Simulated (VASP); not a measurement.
Runs of VASP 6.6.1 on CoO. It takes space group R-3m (No. 166, trigonal). Conventional cell: a = 3.011 Å, b = 3.011 Å, c = 7.320 Å, α = 90.00°, β = 90.00°, γ = 120.00°. Within 2.8 Å of Co (site symmetry -3m) lie 6 O at 2.12 Å. O (site symmetry -3m) has 6 Co at 2.12 Å within 2.8 Å. 

| fixed moment (μB) | pressure (GPa) | moment (μB) |
| --- | --- | --- |
| - | -0.5 | (a) |
| 7.0 | (b) | 7.00 |
| 8.0 | 165.4 | 8.00 |
| 6.0 | 92.5 | 6.00 |
| 5.0 | 55.0 | 5.00 |

Alike in all rows: task single point; level PBE; potentials or basis VASP PAW PBE potentials, release 64 (Co, O); spin collinear, ferromagnetic start; cell as given; k mesh 18 × 18 × 18; cutoff (eV) 520; smearing gaussian 0.1 eV.

Q: Fill in the values left out.

A: (a) 2.89; (b) 127.4.

Caveats: a cell with one magnetic atom can't hold antiferromagnetic order, which such compounds often take; the cell stands under pressure (at least some runs); the total moment is fixed, so each spin has its own Fermi level (at least some runs); the moment is held away from its start (at least some runs).
